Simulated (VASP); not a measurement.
# NbSb (P4/nmm) in VASP: a series of runs

The runs below take NbSb through single point, with PBE.

All numbers are computed with VASP 6.6.1; they aren't measurements. Logs are shortened: lines on timing, memory, paths and dates and some standing lists are left out, and cuts for length are marked.

## 1. The cell of the first run

The structure is tetragonal, space group P4/nmm (No. 129). Conventional cell: a = 3.598 Å, b = 3.598 Å, c = 6.481 Å, α = 90.00°, β = 90.00°, γ = 90.00°. Within 3.8 Å of Nb (site symmetry 4mm) lie 6 Sb at 2.85 to 3.49 Å and 8 Nb at 3.06 to 3.60 Å. Sb (site symmetry 4mm) has 6 Nb at 2.85 to 3.49 Å and 8 Sb at 3.37 to 3.60 Å within 3.8 Å.

The cell was generated, and may not be a known phase.

## 2. Single point, PBE, collinear spin

Contents of INCAR:

```
SYSTEM = NbSb
PREC = Accurate ; ENCUT = 520
EDIFF = 1E-6 ; ISMEAR = 0
SIGMA = 0.1 ; LREAL = .FALSE.
LASPH = .TRUE. ; NELM = 150
ALGO = Normal ; ISIF = 2
LWAVE = .FALSE. ; LCHARG = .FALSE.
ISPIN = 2 ; MAGMOM = 1 1 0 0
LORBIT = 11 ; LMAXMIX = 4
GGA = PE ; NBANDS = 30
```

Contents of KPOINTS:

```
regular mesh
0
G
  6 6 4
  0 0 0
```

Contents of POSCAR:

```
NbSb
1.0
    3.5977409069      0.0000000000      0.0000000000
    0.0000000000      3.5977409069      0.0000000000
    0.0000000000      0.0000000000      6.4808059496
Nb Sb
2 2
Direct
    0.5000000000      0.0000000000      0.8681977932
    0.0000000000      0.5000000000      0.1318022068
    0.5000000000      0.0000000000      0.3294276771
    0.0000000000      0.5000000000      0.6705723229
```

Potentials or basis: VASP PAW PBE potentials, release 64 (Nb_sv, Sb).

Run with:

```console
$ cat potpaw_PBE.64/Nb_sv/POTCAR potpaw_PBE.64/Sb/POTCAR > POTCAR
$ mpirun -np 1 vasp_std > vasp.out
```

OUTCAR:

```text
SYSTEM = NbSb
   PREC = Accurate
   ENCUT = 520
   EDIFF = 1E-6
   ISMEAR = 0
   LREAL = .FALSE.
   LASPH = .TRUE.
   NELM = 150
   ISIF = 2
   ISPIN = 2
   LORBIT = 11
   GGA = PE

 ion  position               nearest neighbor table
   1  0.500  0.000  0.868-   4 2.85   4 2.85   4 2.85   4 2.85   3 2.99
   2  0.000  0.500  0.132-   3 2.85   3 2.85   3 2.85   3 2.85   4 2.99
   3  0.500  0.000  0.329-   2 2.85   2 2.85   2 2.85   2 2.85   1 2.99   4 3.37   4 3.37   4 3.37
                             4 3.37
   4  0.000  0.500  0.671-   1 2.85   1 2.85   1 2.85   1 2.85   2 2.99   3 3.37   3 3.37   3 3.37
                             3 3.37

  LATTYP: Found a simple tetragonal cell.
 ALAT       =     3.5977409069
 C/A-ratio  =     1.8013542713

  Lattice vectors:

 A1 = (   3.5977409069,   0.0000000000,   0.0000000000)
 A2 = (   0.0000000000,   3.5977409069,   0.0000000000)
 A3 = (   0.0000000000,   0.0000000000,   6.4808059496)

Analysis of symmetry for initial positions (statically):
=====================================================================
 Subroutine PRICEL returns:
 Original cell was already a primitive cell.

 Routine SETGRP: Setting up the symmetry group for a
 simple tetragonal supercell.

 Subroutine GETGRP returns: Found 16 space group operations
 (whereof  8 operations were pure point group operations)
 out of a pool of 16 trial point group operations.

The static configuration has the point symmetry D_2d.
 The point group associated with its full space group is D_4h.

Analysis of symmetry for dynamics (positions and initial velocities):
=====================================================================
 Subroutine PRICEL returns:
 Original cell was already a primitive cell.

 Routine SETGRP: Setting up the symmetry group for a
 simple tetragonal supercell.

 Subroutine GETGRP returns: Found 16 space group operations
 (whereof  8 operations were pure point group operations)
 out of a pool of 16 trial point group operations.

The dynamic configuration has the point symmetry D_2d.
 The point group associated with its full space group is D_4h.

Analysis of structural, dynamic, and magnetic symmetry:
=====================================================================
 Subroutine PRICEL returns:
 Original cell was already a primitive cell.

 Routine SETGRP: Setting up the symmetry group for a
 simple tetragonal supercell.

 Subroutine GETGRP returns: Found 16 space group operations
 (whereof  8 operations were pure point group operations)
 out of a pool of 16 trial point group operations.

The overall configuration has the point symmetry D_2d.
 The point group associated with its full space group is D_4h.

 Subroutine INISYM returns: Found 16 space group operations
 (whereof  8 operations are pure point group operations),
 and found     1 'primitive' translations

----------------------------------------------------------------------------------------

                                     Primitive cell

  volume of cell :      83.8859

  direct lattice vectors                    reciprocal lattice vectors
     3.597740907  0.000000000  0.000000000     0.277952200  0.000000000  0.000000000
     0.000000000  3.597740907  0.000000000     0.000000000  0.277952200  0.000000000
     0.000000000  0.000000000  6.480805950     0.000000000  0.000000000  0.154301796

  length of vectors
     3.597740907  3.597740907  6.480805950     0.277952200  0.277952200  0.154301796

  position of ions in fractional coordinates (direct lattice)
     0.500000000  0.000000000  0.868197793
     0.000000000  0.500000000  0.131802207
     0.500000000  0.000000000  0.329427677
     0.000000000  0.500000000  0.670572323

  ion indices of the primitive-cell ions
   primitive index   ion index
                 1           1
                 2           2
                 3           3
                 4           4

----------------------------------------------------------------------------------------

 KPOINTS: regular mesh

Automatic generation of k-mesh.
 Grid dimensions read from file:
 generate k-points for:    6    6    4

 Generating k-lattice:

  Cartesian coordinates                     Fractional coordinates (reciprocal lattice)
     0.046325367  0.000000000  0.000000000     0.166666667  0.000000000  0.000000000
     0.000000000  0.046325367  0.000000000     0.000000000  0.166666667  0.000000000
     0.000000000  0.000000000  0.038575449     0.000000000  0.000000000  0.250000000

  Length of vectors
     0.046325367  0.046325367  0.038575449

  Shift w.r.t. Gamma in fractional coordinates (k-lattice)
     0.000000000  0.000000000  0.000000000

 Subroutine IBZKPT returns following result:
 ===========================================

 Found     30 irreducible k-points:

 Following reciprocal coordinates:
            Coordinates               Weight
  0.000000  0.000000  0.000000      1.000000
  0.166667  0.000000  0.000000      4.000000
  0.333333  0.000000  0.000000      4.000000
  0.500000  0.000000  0.000000      2.000000
  0.166667  0.166667  0.000000      4.000000
  0.333333  0.166667  0.000000      8.000000
[... 16 lines left out ...]
  0.333333  0.000000  0.500000      4.000000
  0.500000  0.000000  0.500000      2.000000
 [... further k-points ...]
   k-points           NKPTS =     30   k-points in BZ     NKDIM =     30   number of bands    NBANDS=     30
   number of dos      NEDOS =    301   number of ions     NIONS =      4
   total plane-waves  NPLWV =  37632
   dimension x,y,z NGX =    28 NGY =   28 NGZ =   48
   dimension x,y,z NGXF=    56 NGYF=   56 NGZF=   96
   ions per type =               2   2
   NGX,Y,Z   is equivalent  to a cutoff of  12.94, 12.94, 12.31 a.u.
   NGXF,Y,Z  is equivalent  to a cutoff of  25.88, 25.88, 24.63 a.u.
 SYSTEM =  NbSb
   PREC   = accura    normal or accurate (medium, high low for compatibility)
   ISTART =      0    job   : 0-new  1-cont  2-samecut
   ICHARG =      2    charge: 1-file 2-atom 10-const
   ISPIN  =      2    spin polarized calculation?
   LNONCOLLINEAR =      F non collinear calculations
   LSORBIT =      F    spin-orbit coupling
   LASPH  =      T    aspherical Exc in radial PAW
   ENCUT  =  520.0 eV  38.22 Ry    6.18 a.u.   6.69  6.69 12.05*2*pi/ulx,y,z
   NELM   =    150;   NELMIN=  2; NELMDL= -5     # of ELM steps
   EDIFF  = 0.1E-05   stopping-criterion for ELM
   LREAL  =      F    real-space projection
   EDIFFG = 0.1E-04   stopping-criterion for IOM
   NSW    =      0    number of steps for IOM
   IBRION =     -1    ionic relax: 0-MD 1-quasi-New 2-CG
   NFREE  =      0    steps in history (QN), initial steepest desc. (CG)
   ISIF   =      2    stress and relaxation
   ISYM   =      2    0-nonsym 1-usesym 2-fastsym
   POTIM  = 0.5000    time-step for ionic-motion
   TEBEG  =    0.0;   TEEND  =   0.0 temperature during run
   PSTRESS=    0.0 pullay stress
   NELECT =      36.0000    total number of electrons
   NUPDOWN=      -1.0000    fix difference up-down
   EMIN   =  10.00;   EMAX   =-10.00  energy-range for DOS
   EFERMI =   0.00;   METHOD = LEGACY
   ISMEAR =     0;   SIGMA  =   0.10  broadening in eV -4-tet -1-fermi 0-gaus
   EFERMI_NEDOS =   21; number of points for ismear=-14 and -15
   IALGO  =     38    algorithm
   IMIX   =      4    mixing-type and parameters
     AMIX     =   0.40;   BMIX     =  1.00
     AMIX_MAG =   1.60;   BMIX_MAG =  1.00
  volume/ion in A,a.u.               =      20.97       141.52
  Fermi-wavevector in a.u.,A,eV,Ry     =   1.234846  2.333520 20.746765  1.524844
  Thomas-Fermi vector in A             =   2.369519
   LORBIT       =     11    0 simple, 1 ext, 2 COOP (PROOUT), +10 PAW based schemes
   GGA     = PE    functional components
   LHFCALC =     F    Hartree Fock is set to
   AEXX    =    0.0000 exact exchange contribution
   IVDW    =     0    specifies the selected vdW correction
   LEPSILON=     F    determine dielectric tensor
   LRPA    =     F    only Hartree local field effects (RPA)
 spin polarized calculation
 Gauss-broadening in eV      SIGMA  =   0.10
  energy-cutoff  :      520.00
  volume of cell :       83.89
 maximum number of plane-waves:      2275
 NGX is ok and might be reduce to    28
   NGX = 13   NGY = 13   NGZ = 25

 number of electron      35.9999998 magnetization      -0.0001630

 number of electron      35.9999998 magnetization       0.0006676

 Free energy of the ion-electron system (eV)
  ---------------------------------------------------
  ext. energy  EPLUGINS =         0.00000000
  ---------------------------------------------------
  free energy    TOTEN  =       -29.54021147 eV

  energy without entropy =      -29.52967414  energy(sigma->0) =      -29.53494280

 E-fermi :  10.6498     XC(G=0): -11.5002

 val. band max:       10.6454181329   @ k =   0.0000   0.0000   0.5000
 cond. band min:      10.6589107301   @ k =   0.1667   0.0000   0.5000
 fundamental gap:      0.0134925972
 Fermi energy:        10.6497846212

 spin component 1

 k-point     1 :       0.0000    0.0000    0.0000
  band No.  band energies     occupation
      1     -44.4320      1.00000
      2     -44.3401      1.00000
      3     -20.5671      1.00000
      4     -20.5558      1.00000
      5     -20.5558      1.00000
      6     -20.3534      1.00000
[... 781 lines left out ...]
     29      19.0056      0.00000
     30      19.0056      0.00000

 [... further k-points ...]

 spin component 2

 k-point     1 :       0.0000    0.0000    0.0000
  band No.  band energies     occupation
      1     -44.4321      1.00000
      2     -44.3402      1.00000
      3     -20.5671      1.00000
      4     -20.5558      1.00000
      5     -20.5558      1.00000
      6     -20.3535      1.00000
[... 781 lines left out ...]
     29      19.0056      0.00000
     30      19.0056      0.00000

 [... further k-points ...]

------------------------ aborting loop because EDIFF is reached ----------------------------------------

  FORCE on cell =-STRESS in cart. coord.  units (eV):
  Direction    XX          YY          ZZ          XY          YZ          ZX
  --------------------------------------------------------------------------------------
  -------------------------------------------------------------------------------------
  Total       -0.1796616     -0.1796616      0.0254956      0.0000000      0.0000000      0.0000000
  in kB       -3.4314448     -3.4314448      0.4869529      0.0000000      0.0000000      0.0000000
  external PRESSURE =      -2.1253122 kB  Pullay stress =       0.0000000 kB

 VOLUME and BASIS-vectors are now :
 -----------------------------------------------------------------------------
  energy-cutoff  :      520.00
  volume of cell :       83.89
      direct lattice vectors                 reciprocal lattice vectors
     3.597740907  0.000000000  0.000000000     0.277952200  0.000000000  0.000000000
     0.000000000  3.597740907  0.000000000     0.000000000  0.277952200  0.000000000
     0.000000000  0.000000000  6.480805950     0.000000000  0.000000000  0.154301796

 POSITION                                       TOTAL-FORCE (eV/Angst)
 -----------------------------------------------------------------------------------
      1.79887      0.00000      5.62662         0.000000      0.000000      0.028232
      0.00000      1.79887      0.85418         0.000000      0.000000     -0.028232
      1.79887      0.00000      2.13496         0.000000      0.000000     -0.011670
      0.00000      1.79887      4.34585         0.000000      0.000000      0.011670
 -----------------------------------------------------------------------------------
    total drift:                                0.000000      0.000000      0.000000

  FREE ENERGIE OF THE ION-ELECTRON SYSTEM (eV)
  ---------------------------------------------------
  free  energy   TOTEN  =       -29.5402114703 eV

  energy  without entropy=      -29.5296741378  energy(sigma->0) =      -29.53494280

 total charge

# of ion       s       p       d       tot
------------------------------------------
    1        2.156   5.992   2.466  10.613
    2        2.156   5.992   2.466  10.613
    3        1.143   1.280   0.066   2.490
    4        1.143   1.280   0.066   2.490
--------------------------------------------------
tot          6.598  14.544   5.063  26.205

 magnetization (x)

# of ion       s       p       d       tot
------------------------------------------
    1       -0.000   0.000   0.000   0.000
    2       -0.000   0.000   0.000   0.000
    3       -0.000  -0.000   0.000  -0.000
    4       -0.000  -0.000   0.000  -0.000
--------------------------------------------------
tot         -0.000  -0.000   0.000   0.000
```

Run time: 2.1 min. Hardware: 1 thread of Intel Xeon Platinum 8259CL at 2.50GHz (Skylake/Cascade Lake), shared host; peak memory 0.28 GiB.

What came out:

* Free energy: -29.5402 eV
* Pressure: -0.2 GPa
* Largest force: 0.028 eV/Å
* Band gap on the k mesh: zero (filled and empty bands overlap)
* Net moment: 0.00 μB per cell
* Valence electrons inside the program's atomic spheres: Nb 10.61; Sb 2.49

Forces in eV/Å, atoms in the order of the input:
```
Nb   0.000  0.000  0.028
Nb   0.000  0.000 -0.028
Sb   0.000  0.000 -0.012
Sb   0.000  0.000  0.012
```

Levels at points of the mesh, in eV from the Fermi level:
Spin up:
```
           k point  band 16  band 17  band 18  band 19  band 20  band 21
(0.00, 0.00, 0.00)    -0.36    -0.36    -0.31    -0.01     1.03     1.03
(0.50, 0.00, 0.00)    -1.91    -0.07    -0.07     1.00     1.00     1.07
(0.50, 0.50, 0.00)    -2.49    -1.33    -1.33     0.82     0.82     2.33
(0.00, 0.00, 0.50)    -0.46    -0.46    -0.45     0.00     0.76     2.01
(0.50, 0.00, 0.50)    -2.03    -0.43    -0.43     1.51     1.51     1.94
(0.50, 0.50, 0.50)    -2.80    -1.24    -1.24     1.73     1.73     2.33
```
Spin down:
| k point | band 14 | band 15 | band 16 | band 17 | band 18 | band 19 | band 20 | band 21 | band 22 | band 23 |
| --- | --- | --- | --- | --- | --- | --- | --- | --- | --- | --- |
| (0.00, 0.00, 0.00) | -1.32 | -1.32 | -0.36 | -0.36 | -0.31 | -0.01 | 1.03 | 1.03 | 1.61 | 2.01 |
| (0.50, 0.00, 0.00) | -2.74 | -1.91 | -1.91 | -0.07 | -0.07 | 1.00 | 1.00 | 1.07 | 1.07 | 2.29 |
| (0.50, 0.50, 0.00) | -3.20 | -2.49 | -2.49 | -1.33 | -1.33 | 0.82 | 0.82 | 2.33 | 2.33 | 2.73 |
| (0.00, 0.00, 0.50) | -1.55 | -1.55 | -0.46 | -0.46 | -0.45 | 0.00 | 0.76 | 2.01 | 2.21 | 2.21 |
| (0.50, 0.00, 0.50) | -2.46 | -2.03 | -2.03 | -0.43 | -0.43 | 1.51 | 1.51 | 1.94 | 1.94 | 2.74 |
| (0.50, 0.50, 0.50) | -3.46 | -2.80 | -2.80 | -1.24 | -1.24 | 1.73 | 1.73 | 2.33 | 2.33 | 3.04 |

Caveat: spin-orbit coupling is left out, which moves the levels of the heavy elements.

(Continued in part 2 of 2.)
